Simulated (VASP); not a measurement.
# Re (Pm-3m) in VASP: a series of runs

Runs on Re. Level: PBEsol. Tasks: relaxation of cell and atoms.

Program: VASP 6.6.1. These are calculated values, not measurements. Logs are shortened: lines on timing, memory, paths and dates and some standing lists are left out, and cuts for length are marked.

## 1. The cell of the first run

Symmetry: Pm-3m, No. 221, cubic system. The conventional cell has a = 2.384 Å, b = 2.384 Å, c = 2.384 Å, α = 90.00°, β = 90.00°, γ = 90.00°. Re (site symmetry m-3m) has 6 Re at 2.38 Å within 3.1 Å.

This isn't the form of Re at room conditions, which is hcp.

## 2. Relaxation of cell and atoms, PBEsol, target pressure 70 GPa, at which the enthalpy is minimised

File INCAR:

```
PREC     = Accurate       # precision mode
ENCUT    = 600            # plane-wave cutoff, eV
EDIFF    = 1E-6           # SCF threshold, eV
ISMEAR   = -1             # smearing method
SIGMA    = 0.1            # smearing width, eV
LREAL    = F              # projectors in reciprocal space
LASPH    = T              # aspherical terms in the spheres
NELM     = 60             # most SCF steps
ALGO     = Normal         # electronic algorithm
ISIF     = 3              # what is computed and relaxed
LWAVE    = F              # write WAVECAR
LCHARG   = F              # write CHGCAR
GGA      = PS             # functional
IBRION   = 2              # ionic algorithm
NSW      = 60             # ionic steps
EDIFFG   = -0.005         # ionic threshold
PSTRESS  = 700.0
```

File KPOINTS:

```
Automatic mesh
0
Gamma
  16 16 16
```

File POSCAR:

```
Re
1.0
    2.3837936230      0.0000000000      0.0000000000
    0.0000000000      2.3837936230      0.0000000000
    0.0000000000      0.0000000000      2.3837936230
Re
1
Direct
    0.0000000000      0.0000000000      0.0000000000
```

Potentials or basis: VASP PAW PBE potentials, release 64 (Re).

On the command line:

```sh
$ cat potpaw_PBE.64/Re/POTCAR > POTCAR
$ mpirun -np 1 vasp_std > vasp.out
```

OUTCAR:

```text
PREC = Accurate
   ENCUT = 600
   EDIFF = 1E-6
   ISMEAR = -1
   LREAL = F
   LASPH = T
   NELM = 60
   ISIF = 3
   GGA = PS
   IBRION = 2
   NSW = 60
   EDIFFG = -0.005
   PSTRESS = 700.0

 ion  position               nearest neighbor table
   1  0.000  0.000  0.000-

  LATTYP: Found a simple cubic cell.
 ALAT       =     2.3837936230

  Lattice vectors:

 A1 = (   2.3837936230,   0.0000000000,   0.0000000000)
 A2 = (   0.0000000000,   2.3837936230,   0.0000000000)
 A3 = (   0.0000000000,   0.0000000000,   2.3837936230)

Analysis of symmetry for initial positions (statically):
=====================================================================
 Subroutine PRICEL returns:
 Original cell was already a primitive cell.

 Routine SETGRP: Setting up the symmetry group for a
 simple cubic supercell.

 Subroutine GETGRP returns: Found 48 space group operations
 (whereof 48 operations were pure point group operations)
 out of a pool of 48 trial point group operations.

The static configuration has the point symmetry O_h .

Analysis of symmetry for dynamics (positions and initial velocities):
=====================================================================
 Subroutine PRICEL returns:
 Original cell was already a primitive cell.

 Routine SETGRP: Setting up the symmetry group for a
 simple cubic supercell.

 Subroutine GETGRP returns: Found 48 space group operations
 (whereof 48 operations were pure point group operations)
 out of a pool of 48 trial point group operations.

The dynamic configuration has the point symmetry O_h .

 Subroutine INISYM returns: Found 48 space group operations
 (whereof 48 operations are pure point group operations),
 and found     1 'primitive' translations

----------------------------------------------------------------------------------------

                                     Primitive cell

  volume of cell :      13.5458

  direct lattice vectors                    reciprocal lattice vectors
     2.383793623  0.000000000  0.000000000     0.419499402  0.000000000  0.000000000
     0.000000000  2.383793623  0.000000000     0.000000000  0.419499402  0.000000000
     0.000000000  0.000000000  2.383793623     0.000000000  0.000000000  0.419499402

  length of vectors
     2.383793623  2.383793623  2.383793623     0.419499402  0.419499402  0.419499402

  position of ions in fractional coordinates (direct lattice)
     0.000000000  0.000000000  0.000000000

  ion indices of the primitive-cell ions
   primitive index   ion index
                 1           1

----------------------------------------------------------------------------------------

 KPOINTS: Automatic mesh

Automatic generation of k-mesh.
 Grid dimensions read from file:
 generate k-points for:   16   16   16

 Generating k-lattice:

  Cartesian coordinates                     Fractional coordinates (reciprocal lattice)
     0.026218713  0.000000000  0.000000000     0.062500000  0.000000000  0.000000000
     0.000000000  0.026218713  0.000000000     0.000000000  0.062500000  0.000000000
     0.000000000  0.000000000  0.026218713     0.000000000  0.000000000  0.062500000

  Length of vectors
     0.026218713  0.026218713  0.026218713

  Shift w.r.t. Gamma in fractional coordinates (k-lattice)
     0.000000000  0.000000000  0.000000000

 Subroutine IBZKPT returns following result:
 ===========================================

 Found    165 irreducible k-points:

 Following reciprocal coordinates:
            Coordinates               Weight
  0.000000  0.000000  0.000000      1.000000
  0.062500  0.000000  0.000000      6.000000
  0.125000  0.000000  0.000000      6.000000
  0.187500  0.000000  0.000000      6.000000
  0.250000  0.000000  0.000000      6.000000
  0.312500  0.000000  0.000000      6.000000
[... 16 lines left out ...]
  0.437500  0.125000  0.000000     24.000000
  0.500000  0.125000  0.000000     12.000000
 [... further k-points ...]
   k-points           NKPTS =    165   k-points in BZ     NKDIM =    165   number of bands    NBANDS=      7
   number of dos      NEDOS =    301   number of ions     NIONS =      1
   total plane-waves  NPLWV =   8000
   dimension x,y,z NGX =    20 NGY =   20 NGZ =   20
   dimension x,y,z NGXF=    40 NGYF=   40 NGZF=   40
   ions per type =               1
   NGX,Y,Z   is equivalent  to a cutoff of  13.95, 13.95, 13.95 a.u.
   NGXF,Y,Z  is equivalent  to a cutoff of  27.90, 27.90, 27.90 a.u.
 SYSTEM =  unknown system
   PREC   = accura    normal or accurate (medium, high low for compatibility)
   ISTART =      0    job   : 0-new  1-cont  2-samecut
   ICHARG =      2    charge: 1-file 2-atom 10-const
   ISPIN  =      1    spin polarized calculation?
   LNONCOLLINEAR =      F non collinear calculations
   LSORBIT =      F    spin-orbit coupling
   LASPH  =      T    aspherical Exc in radial PAW
   ENCUT  =  600.0 eV  44.10 Ry    6.64 a.u.   4.76  4.76  4.76*2*pi/ulx,y,z
   NELM   =     60;   NELMIN=  2; NELMDL= -5     # of ELM steps
   EDIFF  = 0.1E-05   stopping-criterion for ELM
   LREAL  =      F    real-space projection
   EDIFFG = -.5E-02   stopping-criterion for IOM
   NSW    =     60    number of steps for IOM
   IBRION =      2    ionic relax: 0-MD 1-quasi-New 2-CG
   NFREE  =      1    steps in history (QN), initial steepest desc. (CG)
   ISIF   =      3    stress and relaxation
   ISYM   =      2    0-nonsym 1-usesym 2-fastsym
   POTIM  = 0.5000    time-step for ionic-motion
   TEBEG  =    0.0;   TEEND  =   0.0 temperature during run
   PSTRESS=  700.0 pullay stress
   NELECT =       7.0000    total number of electrons
   NUPDOWN=      -1.0000    fix difference up-down
   EMIN   =  10.00;   EMAX   =-10.00  energy-range for DOS
   EFERMI =   0.00;   METHOD = LEGACY
   ISMEAR =    -1;   SIGMA  =   0.10  broadening in eV -4-tet -1-fermi 0-gaus
   EFERMI_NEDOS =   21; number of points for ismear=-14 and -15
   IALGO  =     38    algorithm
   IMIX   =      4    mixing-type and parameters
     AMIX     =   0.40;   BMIX     =  1.00
     AMIX_MAG =   1.60;   BMIX_MAG =  1.00
  volume/ion in A,a.u.               =      13.55        91.41
  Fermi-wavevector in a.u.,A,eV,Ry     =   1.313728  2.482586 23.482047  1.725882
  Thomas-Fermi vector in A             =   2.444031
   LORBIT       =      0    0 simple, 1 ext, 2 COOP (PROOUT), +10 PAW based schemes
   GGA     = PS    functional components
   LHFCALC =     F    Hartree Fock is set to
   AEXX    =    0.0000 exact exchange contribution
   IVDW    =     0    specifies the selected vdW correction
   LEPSILON=     F    determine dielectric tensor
   LRPA    =     F    only Hartree local field effects (RPA)
 conjugate gradient relaxation of ions
 non-spin polarized calculation
  energy-cutoff  :      600.00
  volume of cell :       13.55
 maximum number of plane-waves:       468
 NGX is ok and might be reduce to    20
   NGX =  9   NGY =  9   NGZ =  9

--------------------------------------- Ionic step        1  -------------------------------------------

 number of electron       7.0000000 magnetization

 Free energy of the ion-electron system (eV)
  ---------------------------------------------------
  ext. energy  EPLUGINS =         0.00000000
  ---------------------------------------------------
  free energy    TOTEN  =       -11.22522375 eV

  energy without entropy =      -11.18926177  energy(sigma->0) =      -11.20724276

------------------------ aborting loop because EDIFF is reached ----------------------------------------

  FORCE on cell =-STRESS in cart. coord.  units (eV):
  Direction    XX          YY          ZZ          XY          YZ          ZX
  --------------------------------------------------------------------------------------
  -------------------------------------------------------------------------------------
  Total        7.5039305      7.5039305      7.5039305      0.0000000      0.0000000      0.0000000
  in kB      887.5512138    887.5512138    887.5512138      0.0000000      0.0000000      0.0000000
  external PRESSURE =     187.5512138 kB  Pullay stress =     700.0000000 kB

 VOLUME and BASIS-vectors are now :
 -----------------------------------------------------------------------------
  energy-cutoff  :      600.00
  volume of cell :       13.55
      direct lattice vectors                 reciprocal lattice vectors
     2.383793623  0.000000000  0.000000000     0.419499402  0.000000000  0.000000000
     0.000000000  2.383793623  0.000000000     0.000000000  0.419499402  0.000000000
     0.000000000  0.000000000  2.383793623     0.000000000  0.000000000  0.419499402
[... 81 lines left out ...]
  FREE ENERGIE OF THE ION-ELECTRON SYSTEM (eV)
  ---------------------------------------------------
  free  energy   TOTEN  =       -11.4650263464 eV

  energy  without entropy=      -11.4270191005  energy(sigma->0) =      -11.44602272

  enthalpy is  TOTEN    =        -5.3321232280 eV   P V=        6.1329031184

--------------------------------------- Ionic step        4  -------------------------------------------

 number of electron       6.9999999 magnetization

 Free energy of the ion-electron system (eV)
  ---------------------------------------------------
  ext. energy  EPLUGINS =         0.00000000
  ---------------------------------------------------
  free energy    TOTEN  =       -11.44526130 eV

  energy without entropy =      -11.40742665  energy(sigma->0) =      -11.42634397

 E-fermi :   9.0443     XC(G=0): -13.9389

 val. band max:        9.0443262457   @ k =   0.5000   0.4375   0.0625
 cond. band min:       9.0469000752   @ k =   0.3125   0.1875   0.0625
 fundamental gap:      0.0025738295
 Fermi energy:         9.0443443916

 k-point     1 :       0.0000    0.0000    0.0000
  band No.  band energies     occupation
      1      -1.6496      2.00000
      2       2.1054      2.00000
      3       2.1054      2.00000
      4      13.7370      0.00000
      5      13.7370      0.00000
      6      13.7370      0.00000
      7      26.1216      0.00000

 k-point     2 :       0.0625    0.0000    0.0000
  band No.  band energies     occupation
      1      -1.4881      2.00000
      2       2.1468      2.00000
      3       2.2989      2.00000
      4      13.4514      0.00000
      5      13.4514      0.00000
      6      13.7570      0.00000
      7      25.2649      0.00000
[... 201 lines left out ...]
 k-point    23 :       0.4375    0.1250    0.0000
  band No.  band energies     occupation
      1       2.6176      2.00000
      2       4.0659      2.00000
      3       5.6249      2.00000
      4       9.0075      1.18225
      5      10.5704      0.00000
      6      13.3935      0.00000
      7      19.7340      0.00000

 k-point    24 :       0.5000    0.1250    0.0000
  band No.  band energies     occupation
      1       2.8049      2.00000
      2       4.1942      2.00000
      3       5.3995      2.00000
      4       8.8696      1.70319
      5      10.7647      0.00000
      6      13.4198      0.00000
      7      19.9244      0.00000

 [... further k-points ...]

------------------------ aborting loop because EDIFF is reached ----------------------------------------

  FORCE on cell =-STRESS in cart. coord.  units (eV):
  Direction    XX          YY          ZZ          XY          YZ          ZX
  --------------------------------------------------------------------------------------
  -------------------------------------------------------------------------------------
  Total        6.1132155      6.1132155      6.1132155     -0.0000000     -0.0000000      0.0000000
  in kB      700.0382823    700.0382823    700.0382823     -0.0000000     -0.0000000      0.0000000
  external PRESSURE =       0.0382823 kB  Pullay stress =     700.0000000 kB

 VOLUME and BASIS-vectors are now :
 -----------------------------------------------------------------------------
  energy-cutoff  :      600.00
  volume of cell :       13.99
      direct lattice vectors                 reciprocal lattice vectors
     2.409643716  0.000000000  0.000000000     0.414999111  0.000000000 -0.000000000
     0.000000000  2.409643716  0.000000000    -0.000000000  0.414999111 -0.000000000
     0.000000000  0.000000000  2.409643716    -0.000000000 -0.000000000  0.414999111

 POSITION                                       TOTAL-FORCE (eV/Angst)
 -----------------------------------------------------------------------------------
      0.00000      0.00000      0.00000        -0.000000     -0.000000      0.000000
 -----------------------------------------------------------------------------------
    total drift:                               -0.000000      0.000000      0.000000

  FREE ENERGIE OF THE ION-ELECTRON SYSTEM (eV)
  ---------------------------------------------------
  free  energy   TOTEN  =       -11.4452612968 eV

  energy  without entropy=      -11.4074266486  energy(sigma->0) =      -11.42634397

  enthalpy is  TOTEN    =        -5.3323800577 eV   P V=        6.1128812391

 reached required accuracy - stopping structural energy minimisation
```

Wall time 64 s (1 thread of AMD EPYC 7R13, shared host); peak memory 0.15 GiB.

What came out:

| Property | Result |
| --- | --- |
| Free energy | -11.4453 eV |
| Relaxed volume | 13.99 Å³/atom |
| Relaxed cell | a = 2.410 Å, b = 2.410 Å, c = 2.410 Å, α = 90.00°, β = 90.00°, γ = 90.00° |
| Space group after relaxing (to 0.1 Å) | Pm-3m (No. 221) |
| Energy change on relaxing (the run minimises the enthalpy) | -220.0 meV/atom |
| Ionic steps | 4 |
| Pressure after relaxing | 70.0 GPa |
| Band gap on the k mesh | zero (an odd number of electrons rules out a gap without spin polarisation) |

Step by step:
| step | energy change (eV) | largest force (eV/Å) | pressure (GPa) | volume (Å³) |
| --- | --- | --- | --- | --- |
| 1 | 0.0000 | 0.0000 | 88.76 | 13.55 |
| 2 | -0.7135 | 0.0000 | -4.41 | 16.90 |
| 3 | -0.2398 | 0.0000 | 68.16 | 14.04 |
| 4 | -0.2200 | 0.0000 | 70.00 | 13.99 |

Final structure:
```yaml
crystal:
  lattice:
    - [2.40964, 0.00000, 0.00000]
    - [0.00000, 2.40964, 0.00000]
    - [0.00000, 0.00000, 2.40964]
  atoms:
    - { symbol: Re, position: [0.00000, 0.00000, 0.00000] }
```

Caveat: the cell is relaxed towards a set pressure, so the run minimises the enthalpy, not the energy; the PAW data sets were made with another functional, which shifts forces and pressure a little; spin-orbit coupling is left out, which moves the levels of the heavy elements.

## 3. Relaxation of cell and atoms, PBEsol, target pressure 70 GPa, at which the enthalpy is minimised

This run uses another cell than the first one, of 14.01 Å³/atom.

File INCAR:

```
PREC = Accurate
ENCUT = 600
EDIFF = 1E-6
ISMEAR = -1
SIGMA = 0.1
LREAL = F
LASPH = T
NELM = 100
ALGO = Normal
ISIF = 3
LWAVE = F
LCHARG = F
GGA = PS
IBRION = 2
NSW = 32
EDIFFG = -0.005
PSTRESS = 700.0
```

KPOINTS is that of step 2.

File POSCAR:

```
Re
1.0
    2.4105623406      0.0000000000      0.0000000000
    0.0000000000      2.4105623406      0.0000000000
    0.0000000000      0.0000000000      2.4105623406
Re
1
Direct
    0.0000000000      0.0000000000      0.0000000000
```

Potentials or basis: VASP PAW PBE potentials, release 64 (Re).

On the command line:

```sh
$ cat potpaw_PBE.64/Re/POTCAR > POTCAR
$ mpirun -np 1 vasp_std > vasp.out
```

Wall time 54 s (1 thread of AMD EPYC 7R13, shared host); peak memory 0.15 GiB.

The run converged. Its results:

```yaml
Free_energy: -11.4455 eV
Relaxed_volume: 13.99 Å³/atom
Relaxed_cell: a = 2.410 Å, b = 2.410 Å, c = 2.410 Å, α = 90.00°, β = 90.00°, γ = 90.00°
Space_group_after_relaxing_to_0.1_Å: Pm-3m (No. 221)
Energy_change_on_relaxing_the_run_minimises_the_enthalpy: +6.8 meV/atom
Ionic_steps: 3
Pressure_after_relaxing: 70.0 GPa
Band_gap_on_the_k_mesh: zero (an odd number of electrons rules out a gap without spin polarisation)
```

Step by step:
```
step  energy change (eV)  largest force (eV/Å)  pressure (GPa)  volume (Å³)
   1              0.0000                0.0000           69.41        14.01
   2              0.0468                0.0000           73.55        13.90
   3              0.0068                0.0000           70.00        13.99
```

Final structure:
```cif
data_structure
_symmetry_space_group_name_H-M 'P 1'
_symmetry_Int_Tables_number 1
_cell_length_a 2.4097
_cell_length_b 2.4097
_cell_length_c 2.4097
_cell_angle_alpha 90.000
_cell_angle_beta 90.000
_cell_angle_gamma 90.000
_cell_volume 13.99
loop_
_atom_site_label
_atom_site_type_symbol
_atom_site_fract_x
_atom_site_fract_y
_atom_site_fract_z
_atom_site_occupancy
Re1 Re 0.00000 0.00000 0.00000 1
```

Levels at points of the mesh, in eV from the Fermi level:
```csv
k point,band 1,band 2,band 3,band 4,band 5,band 6
"(0.00, 0.00, 0.00)",-10.69,-6.94,-6.94,4.69,4.69,4.69
"(0.50, 0.00, 0.00)",-6.81,-5.71,-1.27,-0.31,-0.31,5.24
"(0.50, 0.50, 0.00)",-8.48,-4.68,0.70,0.70,5.59,5.59
"(0.50, 0.50, 0.50)",-6.43,-6.43,-6.43,7.14,8.64,8.64
```

Caveat: the cell is relaxed towards a set pressure, so the run minimises the enthalpy, not the energy; the PAW data sets were made with another functional, which shifts forces and pressure a little; spin-orbit coupling is left out, which moves the levels of the heavy elements.
